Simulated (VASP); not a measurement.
Si7O16 (a cell with a defect): single point with PBE

The system is Si7O16 (a cell with a defect).

```xyz
23
Lattice="-4.1501 -4.1501 0.0000 4.1501 -4.1501 0.0000 0.0000 0.0000 5.3150" Properties=species:S:1:pos:R:3 pbc="T T T"
Si   -0.0005   -4.1412   -0.0033
Si    2.0741   -2.0655    1.3117
Si   -0.0007   -4.1413    2.6542
Si    2.0738   -2.0652    3.9968
Si   -2.0768   -2.0665    1.3285
Si   -0.0016    0.0085    2.6547
Si   -2.0766   -2.0665    3.9804
O     1.2579   -2.8817   -0.0031
O     0.8534   -0.8465    1.4063
O    -1.2600   -5.3997   -0.0031
O     3.2935   -3.2866    1.4058
O     1.2494   -2.8901    2.6542
O     0.8531   -0.8460    3.9033
O    -1.2520   -5.3914    2.6541
O     3.2931   -3.2861    3.9027
O    -2.8497   -2.8400   -0.0030
O     0.8048   -4.9466    1.3338
O    -1.3030   -1.2937   -0.0030
O    -0.8064   -3.3355    1.3340
O    -2.8836   -2.8738    2.6544
O     0.8048   -4.9466    3.9747
O    -1.2694   -1.2596    2.6544
O    -0.8064   -3.3356    3.9746
```

* Program: VASP 6.6.1
* Task: single point
* Functional: PBE
* Potentials or basis: VASP PAW PBE potentials, release 64 (Si, O)
* Cutoff: 520 eV
* k mesh: 2 × 2 × 2
* Occupations: gaussian, width 0.02 eV
* Spin: no spin polarisation
* Dipole correction: no
* Further INCAR settings: LREAL = Auto; ALGO = Normal; EDIFF = 1e-07; NBANDS = 79

| Property | Result |
| --- | --- |
| Pressure | 16.7 GPa |
| Largest force | 0.044 eV/Å |
| Band gap on the k mesh | zero (band 62 reaches 6.68 eV, above the bottom of band 63 at 6.41 eV) |

Forces in eV/Å, atoms in the order of the input:
```
Si  -0.009  0.009  0.002
Si   0.001 -0.012 -0.010
Si  -0.011  0.005  0.002
Si  -0.003 -0.008  0.012
Si   0.011 -0.006  0.042
Si  -0.003  0.000 -0.001
Si   0.009 -0.008 -0.042
O   -0.002 -0.004 -0.002
O   -0.007  0.011 -0.013
O    0.002  0.005 -0.004
O    0.005 -0.003 -0.010
O    0.000 -0.001  0.001
O   -0.003  0.006  0.010
O    0.010  0.008  0.004
O    0.006 -0.004  0.008
O   -0.020 -0.019 -0.004
O    0.009 -0.012  0.002
O    0.020  0.024 -0.002
O   -0.007  0.004 -0.004
O   -0.014 -0.008  0.003
O    0.007 -0.011 -0.001
O    0.009  0.017  0.003
O   -0.010  0.008  0.003
```

Stress tensor (GPa, compression positive):
```
15.51  0.43  0.00
 0.43 15.51  0.00
 0.00  0.00 19.08
```

Levels at points of the mesh, in eV from the Fermi level:
```tsv
k point	band 60	band 61	band 62	band 63	band 64	band 65
(0.00, 0.00, 0.00)	-0.06	-0.04	0.03	0.21	0.71	6.79
(0.50, 0.00, 0.00)	-0.25	-0.06	-0.04	-0.04	0.10	7.73
(0.00, 0.50, 0.00)	-0.54	-0.42	-0.16	0.31	0.32	7.48
(0.50, 0.50, 0.00)	-0.29	-0.19	0.01	0.10	0.33	8.41
(0.00, 0.00, 0.50)	-0.26	-0.09	-0.09	0.00	0.08	8.47
(0.50, 0.00, 0.50)	-0.11	0.00	0.12	0.16	0.29	8.90
(0.00, 0.50, 0.50)	-0.13	-0.12	-0.12	-0.01	0.05	8.56
(0.50, 0.50, 0.50)	-0.45	-0.44	-0.36	-0.15	0.14	9.72
```

It took 9.5 min on 1 thread of AMD EPYC 7R43 64-Core Processor (Zen 3) (shared host), peak memory 0.27 GiB.

Caveat: the k points lie up to 0.59 Å⁻¹ apart.
